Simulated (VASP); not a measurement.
Wanted: the native input for a VASP 6.6.1 run.

```yaml
Task: single point
Functional: PBE0
Potentials_or_basis: VASP PAW PBE potentials, release 64 (Ag)
Cutoff: 520 eV
k_mesh: 6 × 6 × 6
Occupations: fermi-dirac, width 0.05 eV
Spin: no spin polarisation
Dipole_correction: no
Grid_for_exact_exchange_PRECFOCK: Normal
Further_INCAR_settings: ALGO = Normal; EDIFF = 1e-07; NBANDS = 12
Share_of_exact_exchange: 0.25
```

The system is Ag.

```
Ag
1.0
    -1.66662    1.66662    1.66662
     1.66662   -1.66662    1.66662
     1.66662    1.66662   -1.66662
Ag
1
Direct
  0.00000 0.00000 0.00000
```

This isn't the form of Ag at room conditions, which is fcc.

One way to write it, as run:

POSCAR

```
Ag
1.0
   -1.6666189156      1.6666189156      1.6666189156
    1.6666189156     -1.6666189156      1.6666189156
    1.6666189156      1.6666189156     -1.6666189156
Ag
1
Direct
    0.0000000000      0.0000000000      0.0000000000
```

INCAR.step1

```
ALGO = Normal ; EDIFF = 1E-5
ENCUT = 520 ; GGA = PE
ISIF = 2 ; ISMEAR = -1
LASPH = True ; LCHARG = False
LREAL = False ; LWAVE = True
NBANDS = 12 ; NELM = 80
PREC = Accurate ; SIGMA = 0.05
```

INCAR.step2

```
AEXX = 0.25 ; ALGO = Normal
EDIFF = 1E-7 ; ENCUT = 520
GGA = PE ; ISIF = 2
ISMEAR = -1 ; ISTART = 1
LASPH = True ; LCHARG = False
LHFCALC = True ; LREAL = False
LWAVE = False ; NBANDS = 12
NELM = 80 ; PREC = Accurate
PRECFOCK = Normal ; SIGMA = 0.05
```

KPOINTS

```
k-points
0
Gamma
  6 6 6
```

Potentials or basis: VASP PAW PBE potentials, release 64 (Ag).

Run with:

```bash
$ cat potpaw_PBE.64/Ag/POTCAR > POTCAR
$ cp INCAR.step1 INCAR
$ mpirun -np 1 vasp_std > vasp.out
$ cp INCAR.step2 INCAR
$ mpirun -np 1 vasp_std > vasp.out
```

It gave:

```
Pressure               : -2.9 GPa
Band gap on the k mesh : zero (an odd number of electrons rules out a gap without spin polarisation)
```

Caveat: the k points lie up to 0.44 Å⁻¹ apart, too coarse for converged energies and pressures of a metal; the PAW data sets were made with another functional, which shifts forces and pressure a little.

Wall time 14 min on 1 thread of Intel(R) Xeon(R) Platinum 8259CL CPU @ 2.50GHz (Skylake/Cascade Lake), with other jobs on the host, peak memory 0.15 GiB.
